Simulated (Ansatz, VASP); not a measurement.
**Two plane-wave programs on Ti4H**

```
Ti H
1.0
     6.14904    0.00000    0.00000
     0.00000    6.14904    0.00000
     0.00000    0.00000    2.57475
Ti H
4 1
Direct
  0.70642 0.00000 0.82865
  0.29358 0.00000 0.82865
  0.00000 0.70642 0.82865
  0.00000 0.29358 0.82865
  0.50000 0.50000 0.83439
```

Alike in both runs: functional PBE; k mesh 4 × 4 × 6; occupations gaussian, width 0.1 eV; no spin polarisation.

Ansatz relaxed the structure, and its values are those at the end. VASP's run is a single point on that final structure, the one shown.

|  | VASP | Ansatz |
| --- | --- | --- |
| version | VASP 6.6.1 | Ansatz 0.2.0 |
| potentials or method | VASP PAW PBE potentials, release 64 (Ti_sv, H), cutoff 520 eV | scalar-relativistic, plane waves, PAW |
| valence electrons in the cell | 49 | 49 |

|  | VASP | Ansatz | Ansatz less VASP |
| --- | --- | --- | --- |
| gap on the k mesh at the Fermi level (eV) | none | none | - |
| pressure (GPa) | -0.1 | 0.0 | +0.12 |
| rms of the force components (eV/Å) | 0.011 | 0.010 | -0.0009 |

A gap of «none» marks a metal or a gap that the smearing closes. With one functional, cell and mesh, what is left measures potentials, basis and numerics.

The k mesh is coarse, so the values compare programs but aren't converged.
